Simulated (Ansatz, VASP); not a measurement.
GaIr: VASP beside Ansatz

```
Ga Ir
1.0
     3.02389    0.00000    0.00000
     0.00000    3.02389    0.00000
     0.00000    0.00000    3.02389
Ga Ir
1 1
Direct
  0.00000 0.00000 0.00000
  0.50000 0.50000 0.50000
```

Change from the starting cell: volume scaled by 1.02.

Alike in both runs: task single point; functional PBEsol; k mesh 12 × 12 × 12; occupations fermi-dirac, width 0.05 eV; no spin polarisation.

```csv
,VASP,Ansatz
version,VASP 6.6.1,Ansatz 0.2.0
potentials or method,"VASP PAW PBE potentials, release 64 (Ga_d, Ir), cutoff 520 eV","all-electron LAPW, scalar-relativistic"
```

Ansatz gave:

```
pressure (GPa) : -0.9
```

Q: Which values does VASP return?

A: Pressure (GPa): -0.4.

VASP's potentials were made for PBE, not for PBEsol. Ansatz ran all-electron here, and VASP with PAW potentials.

Neither program's run includes spin-orbit coupling.
